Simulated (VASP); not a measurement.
# GaN: single point with r2SCAN

Crystal: GaN.

```
Ga N
1.0
     3.12210   -0.02053   -0.00590
    -1.57883    2.80043    0.05049
    -0.00959    0.08917    5.13455
Ga N
2 2
Direct
  0.32558 0.66241 0.00329
  0.66636 0.32829 0.49662
  0.34044 0.66829 0.37488
  0.67382 0.33736 0.87082
```

```
Program             : VASP 6.6.1
Task                : single point
Functional          : r2SCAN
Potentials or basis : VASP PAW PBE potentials, release 64 (Ga_d, N)
Cutoff              : 520 eV
k mesh              : 6 × 6 × 4
Occupations         : gaussian, width 0.01 eV
Spin                : no spin polarisation
```

```yaml
Pressure: 5.0 GPa
Largest_force: 1.067 eV/Å
Band_gap_on_the_k_mesh: 2.33 eV, direct
```

Forces on the atoms (eV/Å):
```
Ga   0.596  0.363 -0.808
Ga   0.067 -0.219  0.189
N   -0.084  0.275  0.096
N   -0.579 -0.418  0.523
```

Stress tensor (GPa, compression positive):
```
 8.82  2.63  1.54
 2.63 -2.09 -3.19
 1.54 -3.19  8.15
```

Levels at points of the mesh, in eV from the valence-band top:
```
           k point  band 15  band 16  band 17  band 18  band 19  band 20  band 21  band 22
(0.00, 0.00, 0.00)    -1.17    -0.28    -0.05     0.00     2.33     4.77     9.87    10.31
(0.50, 0.00, 0.00)    -4.42    -3.20    -2.50    -1.21     5.18     5.90     6.57     9.53
(0.00, 0.50, 0.00)    -4.59    -2.81    -2.44    -0.92     5.88     6.28     6.42     9.24
(0.50, 0.50, 0.00)    -4.54    -3.06    -2.45    -1.11     5.41     6.05     6.52     9.43
(0.00, 0.00, 0.50)    -0.89    -0.73    -0.63    -0.44     4.62     4.80     9.11     9.30
(0.50, 0.00, 0.50)    -2.47    -2.16    -2.15    -1.98     4.64     4.76     8.13     8.73
(0.00, 0.50, 0.50)    -2.37    -2.10    -1.96    -1.77     4.82     5.07     8.41     8.74
(0.50, 0.50, 0.50)    -2.32    -2.20    -2.16    -1.86     4.74     4.84     8.21     8.72
```

Wall time 120 s on 1 thread of Intel(R) Xeon(R) 6975P-C (Granite Rapids), on a shared host, peak memory 0.22 GiB.

Caveat: the PAW data sets were made with another functional, which shifts forces and pressure a little. r2SCAN opens gaps a little over a GGA but as a rule still falls short of measured ones.
